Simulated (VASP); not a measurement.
Write the native input for VASP 6.6.1 that does the following.

```
Task                   : single point
Functional             : LDA
Potentials or basis    : VASP PAW LDA potentials, release 64 (Cd, C)
Cutoff                 : 520 eV
k mesh                 : 8 × 8 × 8
Occupations            : gaussian, width 0.1 eV
Spin                   : no spin polarisation
Dipole correction      : no
Further INCAR settings : ALGO = Normal; EDIFF = 1e-06; NBANDS = 17
```

The structure of CdC2 lies in POSCAR:

```
CdC2
1.0
   -1.7833289526      1.7833289526      2.9521903650
    1.7833289526     -1.7833289526      2.9521903650
    1.7833289526      1.7833289526     -2.9521903650
Cd C
1 2
Direct
    0.0000000000      0.0000000000      0.0000000000
    0.5978927200      0.5978927200      0.0000000000
    0.4021072800      0.4021072800      0.0000000000
```

One way to write it, as run:

INCAR

```
SYSTEM = CdC2
ALGO = Normal
EDIFF = 1E-6
ENCUT = 520
ISIF = 2
ISMEAR = 0
LASPH = .True.
LCHARG = .True.
LELF = .True.
LREAL = .False.
LVHAR = .True.
LWAVE = .False.
NBANDS = 17
NELM = 100
PREC = Accurate
SIGMA = 0.1
```

KPOINTS

```
k-points
0
Gamma
  8 8 8
  0 0 0
```

Potentials or basis: VASP PAW LDA potentials, release 64 (Cd, C).

Run with:

```console
$ cat potpaw_LDA.64/Cd/POTCAR potpaw_LDA.64/C/POTCAR > POTCAR
$ mpirun -np 1 vasp_std > vasp.out
```

It gave:

```json
{
  "Pressure": "19.4 GPa",
  "Largest force": "11.080 eV/Å",
  "Band gap on the k mesh": "0.73 eV, indirect (least direct gap 1.10 eV)"
}
```

Caveat: forces of over 1 eV/Å act on the atoms, so gaps and moduli don't describe the material at rest.

It took 18 s on 1 thread of Intel(R) Xeon(R) 6975P-C (Granite Rapids), with other jobs on the host, peak memory 0.17 GiB.
